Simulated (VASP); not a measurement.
Write the native input for VASP 6.6.1 that does the following.

| Item | Value |
| --- | --- |
| Task | single point |
| Functional | PBE |
| Potentials or basis | VASP PAW PBE potentials, release 64 (C) |
| Cutoff | 520 eV |
| k mesh | 24 × 24 × 12 |
| Occupations | fermi-dirac, width 0.15 eV |
| Spin | no spin polarisation |
| Dipole correction | no |
| Further INCAR settings | ALGO = Normal; EDIFF = 1e-06; NBANDS = 11 |

The structure of C lies in POSCAR:

```
C
1.0
    2.4665066355      0.0000000000      0.0000000000
   -1.2332533178      2.1360574049      0.0000000000
    0.0000000000      0.0000000000      4.5221049811
C
2
Direct
    0.6666666667      0.3333333333      0.5000000000
    0.3333333333      0.6666666667      0.5000000000
```

One way to write it, as run:

INCAR

```
SYSTEM = C
PREC = Accurate
ENCUT = 520
EDIFF = 1E-6
ISMEAR = -1
SIGMA = 0.15
LREAL = .False.
LASPH = .True.
NELM = 80
ALGO = Normal
ISIF = 2
LWAVE = .False.
LCHARG = .False.
GGA = PE
NBANDS = 11
```

KPOINTS

```
regular mesh
0
Gamma
  24 24 12
  0 0 0
```

Potentials or basis: VASP PAW PBE potentials, release 64 (C).

Run with:

```console
$ cat potpaw_PBE.64/C/POTCAR > POTCAR
$ mpirun -np 1 vasp_std > vasp.out
```

It gave:

```json
{
 "Pressure": "0.3 GPa",
 "Band gap on the k mesh": "zero (bands 4 and 5 overlap by 0.16 eV)"
}
```

Caveat: this functional lacks dispersion, which binds the layers, so the pressure and a relaxed spacing across them are unreliable.

It took 110 s on 1 thread of Intel Xeon 8259CL, with other jobs on the host, peak memory 0.2 GiB.
